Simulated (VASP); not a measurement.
Runs of VASP 6.6.1 on KTaO3. The structure is that of space group Pm-3m (No. 221), or close to it. The cells are those of the table. 

| cell | gap on the mesh (eV) | pressure (GPa) |
| --- | --- | --- |
| a = 3.931, b = 4.025, c = 4.025 Å, 5 atoms | 2.12 | 5.5 |
| a = 4.025, b = 4.119 Å, 5 atoms | 2.04 | -3.5 |
| a = 4.025 Å, 5 atoms | (a) | 0.5 |
| a = 3.931, b = 3.931, c = 4.025 Å, 5 atoms | 2.19 | 10.8 |
| a = 3.837, b = 3.837, c = 4.025 Å, 5 atoms | (c) | (b) |

Alike in all rows: task single point; level PBE; potentials or basis VASP PAW PBE potentials, release 64 (K_sv, Ta_pv, O); no spin polarisation; k mesh 8 × 8 × 8; cutoff (eV) 520; smearing gaussian 0.05 eV.

Task: Fill in the values left out.

Result: (a) 2.11; (b) 24.2; (c) 2.27.

Caveats: spin-orbit coupling is left out, which moves the levels of the heavy elements.

A k mesh can miss the band edges, and the runs leave out spin-orbit coupling on Ta.
